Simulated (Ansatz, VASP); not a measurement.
**Two plane-wave programs on GaCuSe2**

```
Ga Cu Se
1.0
    -2.80413    2.80413    5.54928
     2.80413   -2.80413    5.54928
     2.80413    2.80413   -5.54928
Ga Cu Se
2 2 4
Direct
  0.50000 0.50000 0.00000
  0.25000 0.75000 0.50000
  0.00000 0.00000 0.00000
  0.75000 0.25000 0.50000
  0.37500 0.37136 0.49636
  0.62864 0.12500 0.00364
  0.87500 0.87864 0.50364
  0.12136 0.62500 0.99636
```

Alike in both runs: task single point; functional r2SCAN; k mesh 6 × 6 × 6; no spin polarisation.

```csv
,VASP,Ansatz
version,VASP 6.6.1,Ansatz 0.2.0
potentials or method,"VASP PAW PBE potentials, release 64 (Ga_d, Cu, Se)","plane waves, PAW"
plane-wave cutoff (eV),520,500
occupations,"gaussian, width 0.01 eV",fixed
valence electrons in the cell,72,128
```

|  | VASP | Ansatz | Ansatz less VASP |
| --- | --- | --- | --- |
| gap on the k mesh at the Fermi level (eV) | 0.56 | 0.56 | +0.001 |
| pressure (GPa) | 0.1 | 0.0 | -0.10 |

VASP's potentials were made for PBE, not for r2SCAN. VASP's potentials hold 72 valence electrons a cell and Ansatz's 128, so a difference there can come from the potentials and not from the codes.
